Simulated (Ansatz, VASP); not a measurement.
Si: VASP beside Ansatz

```xyz
8
Lattice="7.0466 0.0000 0.0000 -3.5233 6.1025 0.0000 0.0000 0.0000 3.0448" Properties=species:S:1:pos:R:3 pbc="T T T"
Si    3.5233    2.0342    0.7612
Si    0.0000    4.0683    2.2836
Si    0.0001    2.0342    0.7612
Si    5.2850    1.0171    2.2836
Si    1.7616    5.0855    0.7612
Si    3.5232    4.0683    2.2836
Si   -1.7617    5.0854    0.7612
Si    1.7617    1.0170    2.2836
```

Alike in both runs: functional PBE; k mesh 6 × 6 × 10; occupations gaussian, width 0.1 eV; no spin polarisation.

Ansatz relaxed the structure, and its values are those at the end. VASP's run is a single point on that final structure, the one shown.

|  | VASP | Ansatz |
| --- | --- | --- |
| version | VASP 6.6.1 | Ansatz 0.2.0 |
| potentials or method | VASP PAW PBE potentials, release 64 (Si), cutoff 520 eV | scalar-relativistic, plane waves, PAW |
| valence electrons in the cell | 32 | 32 |

```tsv
	VASP	Ansatz	Ansatz less VASP
gap on the k mesh at the Fermi level (eV)	none	none	-
pressure (GPa)	0.0	0.0	+0.05
```

A gap of «none» marks a metal or a gap that the smearing closes. With one functional, cell and mesh, what is left measures potentials, basis and numerics.
